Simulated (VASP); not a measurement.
Here is a VASP 6.6.1 calculation.

File POSCAR:

```
Pt
1.0
    2.7861568203      0.0000000000      0.0000000000
   -1.3930784101      2.4128825853      0.0000000000
    1.3930784101      0.8042941951      2.2748875177
Pt
1
Direct
    0.0000000000      0.0000000000      0.0000000000
```

Contents of INCAR.step1:

```
SYSTEM = Pt
ALGO     = Normal         ! electronic algorithm
EDIFF    = 1E-4           ! SCF threshold, eV
ENCUT    = 520            ! plane-wave cutoff, eV
GGA      = PE             ! functional
ISMEAR   = 0              ! smearing method
LASPH    = .TRUE.         ! aspherical terms in the spheres
LCHARG   = .FALSE.        ! write CHGCAR
LREAL    = .FALSE.        ! projectors in reciprocal space
LWAVE    = .TRUE.         ! write WAVECAR
NBANDS   = 11             ! bands
NELM     = 60             ! most SCF steps
PREC     = Accurate       ! precision mode
SIGMA    = 0.1            ! smearing width, eV
```

File INCAR.step2:

```
SYSTEM = Pt
ALGO     = Normal         ! electronic algorithm
EDIFF    = 1E-7           ! SCF threshold, eV
ENCUT    = 520            ! plane-wave cutoff, eV
ISIF     = 2              ! what is computed and relaxed
ISMEAR   = 0              ! smearing method
ISTART   = 1            
LASPH    = .TRUE.         ! aspherical terms in the spheres
LCHARG   = .FALSE.        ! write CHGCAR
LMIXTAU  = .TRUE.       
LREAL    = .FALSE.        ! projectors in reciprocal space
LWAVE    = .FALSE.        ! write WAVECAR
METAGGA  = R2SCAN         ! meta-GGA
NBANDS   = 11             ! bands
NELM     = 60             ! most SCF steps
PREC     = Accurate       ! precision mode
SIGMA    = 0.1            ! smearing width, eV
```

File KPOINTS:

```
k-points
0
G
  15 15 15
  0 0 0
```

Potentials or basis: VASP PAW PBE potentials, release 64 (Pt).

Launch:

```console
$ cat potpaw_PBE.64/Pt/POTCAR > POTCAR
$ cp INCAR.step1 INCAR
$ mpirun -np 1 vasp_std > vasp.out
$ cp INCAR.step2 INCAR
$ mpirun -np 1 vasp_std > vasp.out
```

Q: Predict the band gap on the k mesh.

A: Zero (band 5 reaches 11.21 eV, above the bottom of band 6 at 8.94 eV).

Q: What does it give for the pressure?

A: 0.7 GPa.

Caveat: the PAW data sets were made with another functional, which shifts forces and pressure a little; spin-orbit coupling is left out, which moves the levels of the heavy elements.
